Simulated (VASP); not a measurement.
A run of VASP 6.6.1 is set up as follows.

Contents of INCAR:

```
ALGO = Normal
EDIFF = 1E-6
ENCUT = 520
GGA = PS
ISIF = 2
ISMEAR = 0
LASPH = True
LCHARG = False
LREAL = False
LWAVE = False
NBANDS = 14
NELM = 80
PREC = Accurate
SIGMA = 0.05
```

KPOINTS

```
k-points
0
Gamma
  12 12 12
```

POSCAR

```
MgO2
1.0
    1.5646419906      0.9033464745      3.6686778186
   -1.5646419906      0.9033464745      3.6686778186
    0.0000000000     -1.8066929489      3.6686778186
Mg O
1 2
Direct
    0.0000000000      0.0000000000      0.0000000000
    0.4287860000      0.4287860000      0.4287860000
    0.5712140000      0.5712140000      0.5712140000
```

Potentials or basis: VASP PAW PBE potentials, release 64 (Mg, O).

The run is started by

```console
$ cat potpaw_PBE.64/Mg/POTCAR potpaw_PBE.64/O/POTCAR > POTCAR
$ mpirun -np 1 vasp_std > vasp.out
```

**Question.** What does it give for the band gap on the k mesh?

**Answer.** 1.18 eV, direct.

**Question.** Estimate the largest force.

**Answer.** 1.373 eV/Å.

**Question.** Predict the pressure.

**Answer.** -7.9 GPa.

Stress tensor (GPa, compression positive):
```
  1.92   0.00   0.00
  0.00   1.92   0.00
  0.00   0.00 -27.61
```

Caveat: the cell differs from its parent crystal (strain -0.025 along x and y, +0.050 along z); the PAW data sets were made with another functional, which shifts forces and pressure a little. A k mesh can miss the band edges.
